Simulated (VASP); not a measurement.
Wanted: the native input for a VASP 6.6.1 run.

```
Task                               : single point
Functional                         : HF
Potentials or basis                : VASP PAW PBE potentials, release 64 (Cl, Na_pv)
Cutoff                             : 520 eV
k mesh                             : 4 × 4 × 4
Occupations                        : fermi-dirac, width 0.05 eV
Spin                               : no spin polarisation
Dipole correction                  : no
Grid for exact exchange (PRECFOCK) : Normal
Further INCAR settings             : ALGO = Normal; EDIFF = 1e-06; NBANDS = 14
```

Crystal: NaCl.

```
Cl Na
1.0
     0.00000    2.79406    2.79406
     2.79406    0.00000    2.79406
     2.79406    2.79406    0.00000
Cl Na
1 1
Cartesian
  2.7941 2.7941 2.7941
  0.0000 0.0000 0.0000
```

These files were run (other wordings do the same):

POSCAR

```
NaCl
1.0
    0.0000000000      2.7940632177      2.7940632177
    2.7940632177      0.0000000000      2.7940632177
    2.7940632177      2.7940632177      0.0000000000
Cl Na
1 1
Direct
    0.5000000000      0.5000000000      0.5000000000
    0.0000000000      0.0000000000      0.0000000000
```

INCAR.step1

```
  PREC = Accurate
  ENCUT = 520
  EDIFF = 1E-5
  ISMEAR = -1
  SIGMA = 0.05
  LREAL = F
  LASPH = T
  NELM = 60
  ALGO = Normal
  ISIF = 2
  LWAVE = T
  LCHARG = F
  NBANDS = 14
  GGA = PE
```

INCAR.step2

```
  PREC = Accurate
  ENCUT = 520
  EDIFF = 1E-6
  ISMEAR = -1
  SIGMA = 0.05
  LREAL = F
  LASPH = T
  NELM = 60
  ALGO = Normal
  ISIF = 2
  LWAVE = F
  LCHARG = F
  GGA = PE
  LHFCALC = T
  AEXX = 1.0
  ALDAC = 0.0
  AGGAC = 0.0
  PRECFOCK = Normal
  NBANDS = 14
  ISTART = 1
```

KPOINTS

```
regular mesh
0
Gamma
  4 4 4
```

Potentials or basis: VASP PAW PBE potentials, release 64 (Cl, Na_pv).

Launch:

```sh
$ cat potpaw_PBE.64/Cl/POTCAR potpaw_PBE.64/Na_pv/POTCAR > POTCAR
$ cp INCAR.step1 INCAR
$ mpirun -np 1 vasp_std > vasp.out
$ cp INCAR.step2 INCAR
$ mpirun -np 1 vasp_std > vasp.out
```

It gave:

```json
{
 "Pressure": "2.7 GPa",
 "Band gap on the k mesh": "13.95 eV, direct"
}
```

Caveat: the k points lie up to 0.49 Å⁻¹ apart; the PAW data sets were made with another functional, which shifts forces and pressure a little.

Run time: 7.3 min on 1 thread of Oxide Virtual Turin-like Processor, on a shared host, peak memory 0.13 GiB.
